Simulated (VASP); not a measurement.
# In2GeO3: relaxation of cell and atoms with PBE

Crystal: In2GeO3.

```
In Ge O
1.0
     4.41096    0.00000    0.00000
     0.00000    4.41096    0.00000
     0.00000    0.00000    4.90340
In Ge O
2 1 3
Direct
  0.00000 0.50000 0.50000
  0.50000 0.00000 0.50000
  0.50000 0.50000 0.50000
  0.00000 0.00000 0.71149
  0.00000 0.00000 0.28851
  0.50000 0.50000 0.00000
```

The cell was generated, and may not be a known phase.

* Program: VASP 6.6.1
* Task: relaxation of cell and atoms
* Functional: PBE
* Potentials or basis: VASP PAW PBE potentials, release 64 (In_d, Ge_d, O)
* Cutoff: 600 eV
* k mesh: 4 × 4 × 4
* Occupations: gaussian, width 0.1 eV
* Spin: no spin polarisation
* Dipole correction: no
* Further INCAR settings: ALGO = Normal; EDIFF = 1e-06; IBRION = 2; EDIFFG = -0.04; NSW = 90; ISIF = 3

```yaml
Relaxed_volume: 18.57 Å³/atom
Relaxed_cell: a = 5.340 Å, b = 5.340 Å, c = 3.907 Å, α = 90.00°, β = 90.00°, γ = 90.00°
Space_group_after_relaxing_to_0.1_Å: P4/mmm (No. 123)
Energy_gained_by_relaxing: 1022.4 meV/atom
Ionic_steps: 9
Pressure_after_relaxing: 0.1 GPa
Largest_force_after_relaxing: 0.021 eV/Å
Band_gap_on_the_k_mesh: zero (bands 29 and 30 overlap by 0.62 eV)
```

Forces in eV/Å, atoms in the order of the input:
```
In   0.000  0.000  0.000
In   0.000  0.000  0.000
Ge   0.000  0.000  0.000
O    0.000  0.000  0.021
O    0.000  0.000 -0.021
O    0.000  0.000  0.000
```

Step by step:
```
step  energy change (eV)  largest force (eV/Å)  pressure (GPa)  volume (Å³)
   1              0.0000                0.7789           25.19        95.40
   2             -4.6898                3.1098           -9.92       129.99
   3             -4.6761                2.9706           -8.60       123.64
   4             -6.0684                1.8956            1.75       110.98
   5             -6.0981                0.2893           -0.42       112.54
   6             -6.1010                0.5560           -0.02       112.24
   7             -6.1006                0.7754            0.28       112.01
   8             -6.1340                0.1032            0.15       111.47
   9             -6.1344                0.0207            0.13       111.39
```

Final structure:
```
CELL_PARAMETERS angstrom
5.33971 0.00000 0.00000
0.00000 5.33971 0.00000
0.00000 0.00000 3.90680
ATOMIC_POSITIONS crystal
In 0.00000 0.50000 0.50000
In 0.50000 0.00000 0.50000
Ge 0.50000 0.50000 0.50000
O 0.00000 0.00000 0.68268
O 0.00000 0.00000 0.31732
O 0.50000 0.50000 0.00000
```

Levels at points of the mesh, in eV from the Fermi level:
| k point | band 27 | band 28 | band 29 | band 30 | band 31 | band 32 |
| --- | --- | --- | --- | --- | --- | --- |
| (0.00, 0.00, 0.00) | -0.93 | 0.09 | 0.09 | 0.66 | 0.66 | 4.99 |
| (0.50, 0.00, 0.00) | -1.02 | -0.10 | 0.09 | 0.65 | 3.48 | 4.46 |
| (0.50, 0.50, 0.00) | -0.80 | -0.12 | -0.12 | 1.46 | 4.45 | 4.89 |
| (0.00, 0.00, 0.50) | -1.58 | -1.58 | -0.53 | -0.53 | 0.19 | 2.00 |
| (0.50, 0.00, 0.50) | -1.29 | -1.20 | -0.58 | 1.21 | 1.99 | 2.04 |
| (0.50, 0.50, 0.50) | -0.78 | -0.78 | -0.26 | 2.27 | 2.90 | 2.90 |

It took 14 min on 1 thread of Oxide Virtual Turin-like Processor, with other jobs on the host, peak memory 0.23 GiB.

Caveat: the volume moved by over 15 % at a fixed basis, so the end points are rough; spin-orbit coupling is left out, which moves the levels of the heavy elements.
